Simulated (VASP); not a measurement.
# BIr3Pd (P6/mmm) in VASP: notebook

Runs on BIr3Pd. Level: PBE. Tasks: single point, relaxation of cell and atoms.

Program: VASP 6.6.1. These are calculated values, not measurements. Logs are shortened: lines on timing, memory, paths and dates and some standing lists are left out, and cuts for length are marked.

### Step 1. The cell of the first run

Symmetry: P6/mmm, No. 191, hexagonal system. Conventional cell: a = 4.933 Å, b = 4.933 Å, c = 4.097 Å, α = 90.00°, β = 90.00°, γ = 120.00°. Within 2.7 Å of B (site symmetry 6/mmm) lie 2 Pd at 2.05 Å and 6 Ir at 2.47 Å. Pd (site symmetry 6/mmm) has 2 B at 2.05 Å within 2.7 Å. Within 3.3 Å of Ir (site symmetry mmm) lie 2 B at 2.47 Å and 4 Ir at 2.47 Å and 4 Pd at 3.21 Å.

### Step 2. Single point, PBE

Input file INCAR:

```
  ALGO = Fast
  EDIFF = 1E-6
  ENCUT = 520
  GGA = PE
  ISIF = 2
  ISMEAR = 0
  LASPH = T
  LCHARG = F
  LREAL = F
  LWAVE = F
  NBANDS = 28
  NELM = 100
  PREC = Accurate
  SIGMA = 0.1
```

Input file KPOINTS:

```
k-points
0
Gamma
  12 12 10
```

Input file POSCAR:

```
BIr3Pd
1.0
    4.9332119127      0.0000000000      0.0000000000
   -2.4666059564      4.2722868387      0.0000000000
    0.0000000000      0.0000000000      4.0969834844
B Pd Ir
1 1 3
Direct
    0.0000000000      0.0000000000      0.5000000000
    0.0000000000      0.0000000000      0.0000000000
    0.5000000000      0.0000000000      0.5000000000
    0.0000000000      0.5000000000      0.5000000000
    0.5000000000      0.5000000000      0.5000000000
```

Potentials or basis: VASP PAW PBE potentials, release 64 (B, Pd, Ir).

On the command line:

```console
$ cat potpaw_PBE.64/B/POTCAR potpaw_PBE.64/Pd/POTCAR potpaw_PBE.64/Ir/POTCAR > POTCAR
$ mpirun -np 1 vasp_std > vasp.out
```

OUTCAR:

```text
EDIFF = 1E-6
   ENCUT = 520
   GGA = PE
   ISIF = 2
   ISMEAR = 0
   LASPH = T
   LREAL = F
   NELM = 100
   PREC = Accurate

 ion  position               nearest neighbor table
   1  0.000  0.000  0.500-   2 2.05   2 2.05   3 2.47   3 2.47   5 2.47   5 2.47   4 2.47   4 2.47

   2  0.000  0.000  0.000-   1 2.05   1 2.05   3 3.21   3 3.21   3 3.21   3 3.21   5 3.21   5 3.21
                             5 3.21   5 3.21   4 3.21   4 3.21   4 3.21   4 3.21
   3  0.500  0.000  0.500-   1 2.47   1 2.47   4 2.47   4 2.47   5 2.47   5 2.47   2 3.21   2 3.21
                             2 3.21   2 3.21
   4  0.000  0.500  0.500-   5 2.47   5 2.47   3 2.47   3 2.47   1 2.47   1 2.47   2 3.21   2 3.21
                             2 3.21   2 3.21
   5  0.500  0.500  0.500-   4 2.47   4 2.47   1 2.47   1 2.47   3 2.47   3 2.47   2 3.21   2 3.21
                             2 3.21   2 3.21

  LATTYP: Found a hexagonal cell.
 ALAT       =     4.9332119127
 C/A-ratio  =     0.8304900655

  Lattice vectors:

 A1 = (   4.9332119127,   0.0000000000,   0.0000000000)
 A2 = (  -2.4666059564,   4.2722868387,   0.0000000000)
 A3 = (   0.0000000000,   0.0000000000,   4.0969834844)

Analysis of symmetry for initial positions (statically):
=====================================================================
 Subroutine PRICEL returns:
 Original cell was already a primitive cell.

 Routine SETGRP: Setting up the symmetry group for a
 hexagonal supercell.

 Subroutine GETGRP returns: Found 24 space group operations
 (whereof 24 operations were pure point group operations)
 out of a pool of 24 trial point group operations.

The static configuration has the point symmetry D_6h.

Analysis of symmetry for dynamics (positions and initial velocities):
=====================================================================
 Subroutine PRICEL returns:
 Original cell was already a primitive cell.

 Routine SETGRP: Setting up the symmetry group for a
 hexagonal supercell.

 Subroutine GETGRP returns: Found 24 space group operations
 (whereof 24 operations were pure point group operations)
 out of a pool of 24 trial point group operations.

The dynamic configuration has the point symmetry D_6h.

 Subroutine INISYM returns: Found 24 space group operations
 (whereof 24 operations are pure point group operations),
 and found     1 'primitive' translations

----------------------------------------------------------------------------------------

                                     Primitive cell

  volume of cell :      86.3484

  direct lattice vectors                    reciprocal lattice vectors
     4.933211913  0.000000000  0.000000000     0.202707692  0.117033340  0.000000000
    -2.466605956  4.272286839  0.000000000     0.000000000  0.234066681  0.000000000
     0.000000000  0.000000000  4.096983484     0.000000000  0.000000000  0.244082019

  length of vectors
     4.933211913  4.933211913  4.096983484     0.234066681  0.234066681  0.244082019

  position of ions in fractional coordinates (direct lattice)
     0.000000000  0.000000000  0.500000000
     0.000000000  0.000000000  0.000000000
     0.500000000  0.000000000  0.500000000
     0.000000000  0.500000000  0.500000000
     0.500000000  0.500000000  0.500000000

  ion indices of the primitive-cell ions
   primitive index   ion index
                 1           1
                 2           2
                 3           3
                 4           4
                 5           5

----------------------------------------------------------------------------------------

 KPOINTS: k-points

Automatic generation of k-mesh.
 Grid dimensions read from file:
 generate k-points for:   12   12   10

 Generating k-lattice:

  Cartesian coordinates                     Fractional coordinates (reciprocal lattice)
     0.016892308  0.009752778  0.000000000     0.083333333  0.000000000  0.000000000
     0.000000000  0.019505557  0.000000000     0.000000000  0.083333333  0.000000000
     0.000000000  0.000000000  0.024408202     0.000000000  0.000000000  0.100000000

  Length of vectors
     0.019505557  0.019505557  0.024408202

  Shift w.r.t. Gamma in fractional coordinates (k-lattice)
     0.000000000  0.000000000  0.000000000

 Subroutine IBZKPT returns following result:
 ===========================================

 Found    114 irreducible k-points:

 Following reciprocal coordinates:
            Coordinates               Weight
  0.000000  0.000000  0.000000      1.000000
  0.083333  0.000000  0.000000      6.000000
  0.166667 -0.000000  0.000000      6.000000
  0.250000  0.000000  0.000000      6.000000
  0.333333  0.000000  0.000000      6.000000
  0.416667 -0.000000  0.000000      6.000000
[... 16 lines left out ...]
  0.250000  0.000000  0.100000     12.000000
  0.333333  0.000000  0.100000     12.000000
 [... further k-points ...]
   k-points           NKPTS =    114   k-points in BZ     NKDIM =    114   number of bands    NBANDS=     28
   number of dos      NEDOS =    301   number of ions     NIONS =      5
   total plane-waves  NPLWV =  48000
   dimension x,y,z NGX =    40 NGY =   40 NGZ =   30
   dimension x,y,z NGXF=    80 NGYF=   80 NGZF=   60
   ions per type =               1   1   3
   NGX,Y,Z   is equivalent  to a cutoff of  13.48, 13.48, 12.17 a.u.
   NGXF,Y,Z  is equivalent  to a cutoff of  26.96, 26.96, 24.35 a.u.
 SYSTEM =  unknown system
   PREC   = accura    normal or accurate (medium, high low for compatibility)
   ISTART =      0    job   : 0-new  1-cont  2-samecut
   ICHARG =      2    charge: 1-file 2-atom 10-const
   ISPIN  =      1    spin polarized calculation?
   LNONCOLLINEAR =      F non collinear calculations
   LSORBIT =      F    spin-orbit coupling
   LASPH  =      T    aspherical Exc in radial PAW
   ENCUT  =  520.0 eV  38.22 Ry    6.18 a.u.   9.17  9.17  7.62*2*pi/ulx,y,z
   NELM   =    100;   NELMIN=  2; NELMDL= -5     # of ELM steps
   EDIFF  = 0.1E-05   stopping-criterion for ELM
   LREAL  =      F    real-space projection
   EDIFFG = 0.1E-04   stopping-criterion for IOM
   NSW    =      0    number of steps for IOM
   IBRION =     -1    ionic relax: 0-MD 1-quasi-New 2-CG
   NFREE  =      0    steps in history (QN), initial steepest desc. (CG)
   ISIF   =      2    stress and relaxation
   ISYM   =      2    0-nonsym 1-usesym 2-fastsym
   POTIM  = 0.5000    time-step for ionic-motion
   TEBEG  =    0.0;   TEEND  =   0.0 temperature during run
   PSTRESS=    0.0 pullay stress
   NELECT =      40.0000    total number of electrons
   NUPDOWN=      -1.0000    fix difference up-down
   EMIN   =  10.00;   EMAX   =-10.00  energy-range for DOS
   EFERMI =   0.00;   METHOD = LEGACY
   ISMEAR =     0;   SIGMA  =   0.10  broadening in eV -4-tet -1-fermi 0-gaus
   EFERMI_NEDOS =   21; number of points for ismear=-14 and -15
   IALGO  =     68    algorithm
   IMIX   =      4    mixing-type and parameters
     AMIX     =   0.40;   BMIX     =  1.00
     AMIX_MAG =   1.60;   BMIX_MAG =  1.00
  volume/ion in A,a.u.               =      17.27       116.54
  Fermi-wavevector in a.u.,A,eV,Ry     =   1.266709  2.393732 21.831235  1.604551
  Thomas-Fermi vector in A             =   2.399895
   LORBIT       =      0    0 simple, 1 ext, 2 COOP (PROOUT), +10 PAW based schemes
   GGA     = PE    functional components
   LHFCALC =     F    Hartree Fock is set to
   AEXX    =    0.0000 exact exchange contribution
   IVDW    =     0    specifies the selected vdW correction
   LEPSILON=     F    determine dielectric tensor
   LRPA    =     F    only Hartree local field effects (RPA)
 non-spin polarized calculation
 RMM-DIIS sequential band-by-band and
 Gauss-broadening in eV      SIGMA  =   0.10
  energy-cutoff  :      520.00
  volume of cell :       86.35
 maximum number of plane-waves:      2345
 NGX is ok and might be reduce to    40
   NGX = 19   NGY = 19   NGZ = 15

 number of electron      39.9999996 magnetization

 Free energy of the ion-electron system (eV)
  ---------------------------------------------------
  ext. energy  EPLUGINS =         0.00000000
  ---------------------------------------------------
  free energy    TOTEN  =       -33.48117355 eV

  energy without entropy =      -33.44605484  energy(sigma->0) =      -33.46361419

 E-fermi :   5.8070     XC(G=0): -11.5718

 val. band max:        5.8061477212   @ k =   0.1667   0.1667   0.5000
 cond. band min:       5.8081168619   @ k =   0.2500   0.2500   0.5000
 fundamental gap:      0.0019691407
 Fermi energy:         5.8069730993

 k-point     1 :       0.0000    0.0000    0.0000
  band No.  band energies     occupation
      1      -4.7438      2.00000
      2      -2.5928      2.00000
      3      -0.3522      2.00000
      4      -0.3522      2.00000
      5       0.8069      2.00000
      6       1.4252      2.00000
[... 20 lines left out ...]
     27      11.8306      0.00000
     28      13.6364      0.00000

 k-point     2 :       0.0833    0.0000    0.0000
  band No.  band energies     occupation
      1      -4.6803      2.00000
      2      -2.5095      2.00000
      3      -0.3448      2.00000
      4      -0.2774      2.00000
      5       0.8539      2.00000
      6       1.4541      2.00000
[... 20 lines left out ...]
     27      11.9496      0.00000
     28      13.3445      0.00000

 k-point     3 :       0.1667   -0.0000    0.0000
  band No.  band energies     occupation
      1      -4.4960      2.00000
      2      -2.2710      2.00000
      3      -0.3289      2.00000
      4      -0.0611      2.00000
      5       0.9902      2.00000
      6       1.5156      2.00000
[... 20 lines left out ...]
     27      12.2608      0.00000
     28      13.0973      0.00000

 k-point     4 :       0.2500    0.0000    0.0000
  band No.  band energies     occupation
      1      -4.2108      2.00000
      2      -1.9252      2.00000
      3      -0.3182      2.00000
      4       0.2695      2.00000
      5       1.1965      2.00000
      6       1.4655      2.00000
[... 578 lines left out ...]
     27      11.8415      0.00000
     28      13.3523      0.00000

 k-point    23 :       0.2500    0.0000    0.1000
  band No.  band energies     occupation
      1      -4.1417      2.00000
      2      -1.9137      2.00000
      3      -0.3260      2.00000
      4       0.2591      2.00000
      5       1.1562      2.00000
      6       1.4211      2.00000
[... 20 lines left out ...]
     27      12.0239      0.00000
     28      13.2004      0.00000

 k-point    24 :       0.3333    0.0000    0.1000
  band No.  band energies     occupation
      1      -3.7919      2.00000
      2      -1.6052      2.00000
      3      -0.3086      2.00000
      4       0.6174      2.00000
      5       1.2303      2.00000
      6       1.3676      2.00000
[... 20 lines left out ...]
     27      12.1808      0.00000
     28      13.1387      0.00000

 [... further k-points ...]
[... 5 lines left out ...]
  --------------------------------------------------------------------------------------
  -------------------------------------------------------------------------------------
  Total        0.1803049      0.1803049      0.0910755     -0.0000000     -0.0000000      0.0000000
  in kB        3.3455199      3.3455199      1.6898883     -0.0000000     -0.0000000      0.0000000
  external PRESSURE =       2.7936427 kB  Pullay stress =       0.0000000 kB

 VOLUME and BASIS-vectors are now :
 -----------------------------------------------------------------------------
  energy-cutoff  :      520.00
  volume of cell :       86.35
      direct lattice vectors                 reciprocal lattice vectors
     4.933211913  0.000000000  0.000000000     0.202707692  0.117033340  0.000000000
    -2.466605956  4.272286839  0.000000000     0.000000000  0.234066681  0.000000000
     0.000000000  0.000000000  4.096983484     0.000000000  0.000000000  0.244082019

 POSITION                                       TOTAL-FORCE (eV/Angst)
 -----------------------------------------------------------------------------------
      0.00000      0.00000      2.04849         0.000000      0.000000      0.000000
      0.00000      0.00000      0.00000         0.000000      0.000000      0.000000
      2.46661      0.00000      2.04849        -0.000000      0.000000      0.000000
     -1.23330      2.13614      2.04849         0.000000      0.000000      0.000000
      1.23330      2.13614      2.04849         0.000000      0.000000      0.000000
 -----------------------------------------------------------------------------------
    total drift:                               -0.000000      0.000000     -0.000000

  FREE ENERGIE OF THE ION-ELECTRON SYSTEM (eV)
  ---------------------------------------------------
  free  energy   TOTEN  =       -33.4811735480 eV

  energy  without entropy=      -33.4460548371  energy(sigma->0) =      -33.46361419
```

Wall time 5.5 min (1 thread of Oxide Virtual Turin-like, shared host); peak memory 0.38 GiB.

What came out:

* Free energy: -33.4812 eV
* Pressure: 0.3 GPa
* Band gap on the k mesh: zero (band 20 reaches 6.45 eV, above the bottom of band 21 at 5.08 eV)

Levels at points of the mesh, in eV from the Fermi level:
```tsv
k point	band 17	band 18	band 19	band 20	band 21	band 22	band 23	band 24
(0.00, 0.00, 0.00)	-0.67	-0.67	0.10	0.10	0.17	0.78	0.78	2.59
(0.50, 0.00, 0.00)	-1.57	-1.46	-1.27	-0.76	-0.48	0.58	1.63	1.76
(0.00, 0.00, 0.50)	-0.10	-0.10	0.10	0.64	0.64	1.41	1.41	2.82
(0.50, 0.00, 0.50)	-0.92	-0.69	-0.36	-0.17	0.21	0.60	0.99	1.55
```

Caveat: spin-orbit coupling is left out, which moves the levels of the heavy elements.

### Step 3. Relaxation of cell and atoms, PBE

Input file INCAR:

```
  PREC = Accurate
  ENCUT = 600
  EDIFF = 1E-6
  ISMEAR = 0
  SIGMA = 0.1
  LREAL = F
  LASPH = T
  NELM = 60
  ALGO = Fast
  ISIF = 3
  LWAVE = F
  LCHARG = F
  GGA = PE
  IBRION = 2
  NSW = 100
  EDIFFG = -0.01
```

Input file KPOINTS:

```
Automatic mesh
0
Gamma
  12 12 10
```

Changes to POSCAR since step 2:

```diff
@@ -2,5 +2,5 @@
 1.0
-    4.9332119127      0.0000000000      0.0000000000
-   -2.4666059564      4.2722868387      0.0000000000
-    0.0000000000      0.0000000000      4.0969834844
+    4.9365220926      0.0000000000      0.0000000000
+   -2.4682610463      4.2751535385      0.0000000000
+    0.0000000000      0.0000000000      4.0980202929
 B Pd Ir
```

Potentials or basis: VASP PAW PBE potentials, release 64 (B, Pd, Ir).

On the command line:

```console
$ cat potpaw_PBE.64/B/POTCAR potpaw_PBE.64/Pd/POTCAR potpaw_PBE.64/Ir/POTCAR > POTCAR
$ mpirun -np 1 vasp_std > vasp.out
```

Wall time 14 min (1 thread of Oxide Virtual Turin-like, shared host); peak memory 0.43 GiB.

Results (log left out):

```yaml
Free_energy: -33.4819 eV
Relaxed_volume: 17.29 Å³/atom
Relaxed_cell: a = 4.936 Å, b = 4.936 Å, c = 4.098 Å, α = 90.00°, β = 90.00°, γ = 120.00°
Space_group_after_relaxing_to_0.05_Å: P6/mmm (No. 191)
Energy_gained_by_relaxing: 0.0 meV/atom
Ionic_steps: 3
Pressure_after_relaxing: 0.0 GPa
Band_gap_on_the_k_mesh: zero (band 20 reaches 6.43 eV, above the bottom of band 21 at 5.07 eV)
```

Final structure:
```xyz
5
Lattice="4.9356 0.0000 0.0000 -2.4678 4.2744 0.0000 0.0000 0.0000 4.0984" Properties=species:S:1:pos:R:3 pbc="T T T"
B    -2.4678    4.2744    2.0492
Pd    0.0000    0.0000    4.0984
Ir    0.0000    4.2744    2.0492
Ir   -1.2339    2.1372    2.0492
Ir    1.2339    2.1372    2.0492
```

Levels at points of the mesh, in eV from the Fermi level:
```tsv
k point	band 16	band 17	band 18	band 19	band 20	band 21	band 22	band 23	band 24
(0.00, 0.00, 0.00)	-0.67	-0.67	-0.66	0.10	0.10	0.17	0.78	0.78	2.58
(0.50, 0.00, 0.00)	-1.68	-1.57	-1.46	-1.27	-0.76	-0.48	0.58	1.62	1.76
(0.00, 0.00, 0.50)	-0.53	-0.10	-0.10	0.10	0.64	0.64	1.41	1.41	2.81
(0.50, 0.00, 0.50)	-1.66	-0.92	-0.69	-0.36	-0.17	0.21	0.60	0.99	1.56
```

Caveat: spin-orbit coupling is left out, which moves the levels of the heavy elements.
